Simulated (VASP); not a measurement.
A run of VASP 6.6.1 is set up as follows.

INCAR

```
SYSTEM = Al6GeH2N6
  PREC = Accurate
  ENCUT = 520
  EDIFF = 1E-7
  ISMEAR = 0
  SIGMA = 0.05
  LREAL = Auto
  LASPH = .True.
  NELM = 60
  ALGO = Normal
  ISIF = 2
  LWAVE = .False.
  LCHARG = .True.
  GGA = PS
  LELF = .True.
  LVHAR = .True.
  NBANDS = 45
```

Contents of KPOINTS:

```
regular mesh
0
Gamma
  2 2 1
  0 0 0
```

The input POSCAR:

```
Al6GeH2N6
1.0
    5.4455680000      0.0000000000      0.0000000000
   -2.7227840000      5.2851960000      0.0000000000
    0.0000000000      0.0000000000     16.3239630000
Al N Ge H
6 6 1 2
Direct
    0.6666667279      0.0000000000      0.0612596341
    0.2022331268      0.5240221933      0.1011656299
    0.2643210558      0.0571581451      0.1329635457
    0.7067446815      0.5916147670      0.1742138842
    0.8061387089      0.1579597048      0.2261999736
    0.2603201341      0.6778925512      0.2717778152
    0.5636824622      0.6657855262      0.0809984683
    1.0028073169      0.1820197397      0.1216014763
    0.0963083181      0.7116765395      0.1703480337
    0.5438576076      0.2529067985      0.2006752282
    0.6513070567      0.8063797445      0.2601094477
    0.0549777099      0.3402010067      0.3091770669
    0.9286056901      0.8480835905      0.3381684950
    0.9636060072      0.3410263309      0.3641983874
    0.7563913525      0.7669424180      0.4207987362
```

Potentials or basis: VASP PAW PBE potentials, release 64 (Al, N, Ge_d, H).

Launch:

```console
$ cat potpaw_PBE.64/Al/POTCAR potpaw_PBE.64/N/POTCAR potpaw_PBE.64/Ge_d/POTCAR potpaw_PBE.64/H/POTCAR > POTCAR
$ mpirun -np 1 vasp_std > vasp.out
```

(1) What does it give for the largest force?

(2) What does it give for the band gap on the k mesh?

Results:

(1) 0.368 eV/Å.

(2) 0.27 eV, direct.

Caveat: the k points lie up to 0.65 Å⁻¹ apart; the PAW data sets were made with another functional, which shifts forces and pressure a little.
